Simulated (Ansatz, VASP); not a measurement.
**Two plane-wave programs on Ge6Mo2W**

Contents of INCAR:

```
SYSTEM = Ge6Mo2W
  PREC = Accurate
  ENCUT = 520
  EDIFF = 1E-6
  ISMEAR = 0
  SIGMA = 0.1
  LREAL = .False.
  LASPH = .True.
  NELM = 150
  ALGO = Fast
  ISIF = 2
  LWAVE = .False.
  LCHARG = .True.
  ISPIN = 2
  MAGMOM = 0 0 0 0 0 0 1 1 0
  LORBIT = 11
  LMAXMIX = 4
  GGA = PE
  LELF = .True.
  LVHAR = .True.
  NBANDS = 77
```

KPOINTS

```
regular mesh
0
Gamma
  4 4 4
  0 0 0
```

POSCAR

```
Ge6Mo2W
1.0
    0.0000000000      4.1435881000      7.0831402000
    2.3606701000      0.0000000000      7.0831402000
    2.3606701000      4.1435881000      0.0000000000
Ge Mo W
6 2 1
Direct
    0.4951650000      0.1711670000      0.8288330000
    0.8288330000      0.5048350000      0.4951650000
    0.1619990000      0.8380010000      0.1619990000
    0.1711670000      0.4951650000      0.5048350000
    0.5048350000      0.8288330000      0.1711670000
    0.8380010000      0.1619990000      0.8380010000
    0.8330240000      0.8330240000      0.1669760000
    0.1669760000      0.1669760000      0.8330240000
    0.5000000000      0.5000000000      0.5000000000
```

Input for Ansatz:

```yaml
crystal:
  lattice:
    - [0.0, 4.1435881, 7.0831402]
    - [2.3606701, 0.0, 7.0831402]
    - [2.3606701, 4.1435881, 0.0]
  atoms:
    - { symbol: Ge, position: [0.495165, 0.171167, 0.828833] }
    - { symbol: Ge, position: [0.828833, 0.504835, 0.495165] }
    - { symbol: Ge, position: [0.161999, 0.838001, 0.161999] }
    - { symbol: Ge, position: [0.171167, 0.495165, 0.504835] }
    - { symbol: Ge, position: [0.504835, 0.828833, 0.171167] }
    - { symbol: Ge, position: [0.838001, 0.161999, 0.838001] }
    - { symbol: Mo, position: [0.833024, 0.833024, 0.166976], spin: 1.0 }
    - { symbol: Mo, position: [0.166976, 0.166976, 0.833024], spin: 1.0 }
    - { symbol: W, position: [0.5, 0.5, 0.5] }
basis:
  ecutwfc: 420
kpoints:
  mp_grid: { grid: [4, 4, 4] }
hamiltonian:
  xc: pbe
scf:
  occupations: { method: gaussian, width: 0.1 }
  lower_state_search: "off"
output:
  forces: true
  stress: true
  eigenvalues: true
  populations: true
magnetization:
  spin_polarized: true
```

Alike in both runs: task single point; functional PBE; k mesh 4 × 4 × 4; occupations gaussian, width 0.1 eV; collinear spin.

|  | VASP | Ansatz |
| --- | --- | --- |
| version | VASP 6.6.1 | Ansatz 0.2.0 |
| potentials or method | VASP PAW PBE potentials, release 64 (Ge_d, Mo_sv, W_sv), cutoff 520 eV | scalar-relativistic, plane waves, PAW |
| valence electrons in the cell | 126 | 126 |

```csv
,VASP,Ansatz,Ansatz less VASP
gap on the k mesh at the Fermi level (eV),none,none,-
pressure (GPa),0.3,0.0,-0.28
"traceless stress, the component that is largest in VASP (GPa)",0.36,0.37,+0.006
rms of the force components (eV/Å),0.002,0.005,+0.0027
net moment per atom (μB),0.00,0.00,0.000
```

Atom by atom the forces differ by 0.003 eV/Å (rms over components). A gap of «none» marks a metal or a gap that the smearing closes. With one functional, cell and mesh, what is left measures potentials, basis and numerics. Ansatz's warnings: seeded moment not kept.

The k mesh is coarse, so the values compare programs but aren't converged. Neither program's run includes spin-orbit coupling.
